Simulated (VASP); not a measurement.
ZnS: single point with PBE

ZnS:

```
Zn S
1.0
     2.70465   -2.70465    0.00000
     2.70465    0.00000   -2.70465
     7.21222    4.50784    4.50784
Zn S
3 3
Cartesian
  4.2825 -1.1268 -1.1268
  4.2825 4.2825 4.2825
  4.2825 1.5779 1.5779
  8.3395 2.9302 2.9302
  8.3395 0.2256 0.2256
  2.9302 0.2256 0.2256
```

This cell differs from its parent crystal: the part above a cut slid along it.

* Program: VASP 6.6.1
* Task: single point
* Functional: PBE
* Potentials or basis: VASP PAW PBE potentials, release 64 (Zn, S)
* Cutoff: 520 eV
* k mesh: 8 × 8 × 3
* Occupations: gaussian, width 0.05 eV
* Spin: no spin polarisation

```
Pressure               : 1.3 GPa
Largest force          : 0.280 eV/Å
Band gap on the k mesh : 0.90 eV
```

Forces on the atoms (eV/Å):
```
Zn   0.051  0.051  0.051
Zn  -0.052 -0.051 -0.051
Zn   0.161  0.162  0.162
S   -0.123 -0.124 -0.124
S   -0.148 -0.149 -0.149
S    0.110  0.111  0.111
```

Stress tensor (GPa, compression positive):
```
1.34 1.66 1.66
1.66 1.34 1.66
1.66 1.66 1.34
```

Levels at points of the mesh, in eV from the valence-band top:
| k point | band 24 | band 25 | band 26 | band 27 | band 28 | band 29 | band 30 | band 31 |
| --- | --- | --- | --- | --- | --- | --- | --- | --- |
| (0.00, 0.00, 0.00) | -0.71 | -0.33 | -0.33 | 0.00 | 0.90 | 2.82 | 3.31 | 5.75 |
| (0.50, 0.00, 0.00) | -2.07 | -1.97 | -1.17 | -1.09 | 1.63 | 3.06 | 3.84 | 4.22 |
| (0.50, 0.50, 0.00) | -2.65 | -1.77 | -1.38 | -0.46 | 1.99 | 3.21 | 3.69 | 4.18 |

Wall time 3.3 min on 1 thread of AMD EPYC 7R13 Processor (Zen 3), with other jobs on the host, peak memory 0.31 GiB.

Caveat: the cell differs from its parent crystal (the part above a cut slid along it). A k mesh can miss the band edges.
